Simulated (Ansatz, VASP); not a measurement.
**Li: VASP beside Ansatz**

File INCAR:

```
PREC = Accurate
ENCUT = 600
EDIFF = 1E-6
ISMEAR = 0
SIGMA = 0.1
LREAL = F
LASPH = T
NELM = 60
ALGO = Normal
ISIF = 3
LWAVE = F
LCHARG = F
GGA = PE
IBRION = 2
NSW = 80
EDIFFG = -0.05
```

File KPOINTS:

```
Automatic mesh
0
Gamma
  10 10 10
```

Contents of POSCAR:

```
Li
1.0
   -1.4453789921      1.4453789921      1.3513646900
    1.4453789921     -1.4453789921      1.3513646900
    1.4453789921      1.4453789921     -1.3513646900
Li
1
Direct
    0.0000000000      0.0000000000      0.0000000000
```

Input for Ansatz:

```yaml
crystal:
  lattice:
    - [-1.4453789921, 1.4453789921, 1.35136469]
    - [1.4453789921, -1.4453789921, 1.35136469]
    - [1.4453789921, 1.4453789921, -1.35136469]
  atoms:
    - { symbol: Li, position: [0.0, 0.0, 0.0] }
basis:
  ecutwfc: 420
kpoints:
  mp_grid: { grid: [10, 10, 10] }
hamiltonian:
  xc: pbe
scf:
  occupations: { method: gaussian, width: 0.1 }
output:
  forces: true
  stress: true
  eigenvalues: true
relax:
  adjacent_minimum: "off"
  f_tol: 0.05
  max_steps: 60
  cell: { stress_tol: 0.5 }
```

Alike in both runs: task relaxation of cell and atoms; functional PBE; k mesh 10 × 10 × 10; occupations gaussian, width 0.1 eV; no spin polarisation.

|  | VASP | Ansatz |
| --- | --- | --- |
| version | VASP 6.6.1 | Ansatz 0.2.0 |
| potentials or method | VASP PAW PBE potentials, release 64 (Li_sv), cutoff 600 eV | scalar-relativistic, plane waves, PAW |
| valence electrons in the cell | 3 | 3 |

Ansatz gave:

```
gap on the k mesh at the Fermi level, each at its own relaxed structure (eV) : none
relaxed volume (Å³/atom)                                                     : 19.67
relaxed cell length with the largest relative difference (Å)                 : 2.949
```

**Question.** Which values does VASP return?

**Answer.** gap on the k mesh at the Fermi level, each at its own relaxed structure (eV): none; relaxed volume (Å³/atom): 18.05; relaxed cell length with the largest relative difference (Å): 2.866.

A gap of «none» marks a metal or a gap that the smearing closes. One of these differences is far larger than is usual between the two programs; its cause wasn't traced.

Noted on VASP's run: the cutoff is short for stress, so the pressure is rough; the volume moved by over 15 % at a fixed basis, so the end points are rough.
